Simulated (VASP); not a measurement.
Here is a VASP 6.6.1 calculation.

Contents of INCAR:

```
ALGO = Normal ; EDIFF = 1E-6
EDIFFG = -0.05 ; ENCUT = 600
GGA = PE ; IBRION = 2
ISIF = 3 ; ISMEAR = 0
LASPH = True ; LCHARG = False
LREAL = False ; LWAVE = False
NELM = 60 ; NSW = 100
PREC = Accurate ; SIGMA = 0.1
```

Contents of KPOINTS:

```
k-points
0
Gamma
  6 6 6
```

File POSCAR:

```
Au3ClO
1.0
    4.0442791565      0.0000000000      0.0000000000
    0.0000000000      4.0442791565      0.0000000000
    0.0000000000      0.0000000000      4.0442791565
Au Cl O
3 1 1
Direct
    0.0000000000      0.5000000000      0.5000000000
    0.5000000000      0.0000000000      0.5000000000
    0.5000000000      0.5000000000      0.0000000000
    0.0000000000      0.0000000000      0.0000000000
    0.5000000000      0.5000000000      0.5000000000
```

Potentials or basis: VASP PAW PBE potentials, release 64 (Au, Cl, O).

Command:

```bash
$ cat potpaw_PBE.64/Au/POTCAR potpaw_PBE.64/Cl/POTCAR potpaw_PBE.64/O/POTCAR > POTCAR
$ mpirun -np 1 vasp_std > vasp.out
```

Question: What does it give for the space group after relaxing (to 0.05 Å)?

Answer: Pm-3m (No. 221).

Question: Predict the relaxed cell.

Answer: a = 4.548 Å, b = 4.548 Å, c = 4.548 Å, α = 90.00°, β = 90.00°, γ = 90.00°.

Final structure:
```xyz
5
Lattice="4.5484 0.0000 0.0000 0.0000 4.5484 0.0000 0.0000 0.0000 4.5484" Properties=species:S:1:pos:R:3 pbc="T T T"
Au    0.0000    2.2742    2.2742
Au    2.2742    0.0000    2.2742
Au    2.2742    2.2742    0.0000
Cl    0.0000    0.0000    0.0000
O     2.2742    2.2742    2.2742
```
